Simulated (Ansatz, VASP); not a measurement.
**AlN: VASP beside Ansatz**

```
CELL_PARAMETERS angstrom
3.13021 0.00000 0.00000
-1.56510 2.71084 0.00000
0.00000 0.00000 5.01806
ATOMIC_POSITIONS crystal
Al 0.66667 0.33333 0.49923
Al 0.33333 0.66667 0.99923
N 0.66667 0.33333 0.88077
N 0.33333 0.66667 0.38077
```

Alike in both runs: task single point; functional PBE0; k mesh 7 × 7 × 4; occupations fermi-dirac, width 0.01 eV; no spin polarisation.

|  | VASP | Ansatz |
| --- | --- | --- |
| version | VASP 6.6.1 | Ansatz 0.2.0 |
| potentials or method | VASP PAW PBE potentials, release 64 (Al, N), cutoff 520 eV | plane-wave PAW DFT |
| valence electrons in the cell | 16 | 16 |

```csv
,VASP,Ansatz,Ansatz less VASP
gap on the k mesh at the Fermi level (eV),6.11,6.10,-0.005
```
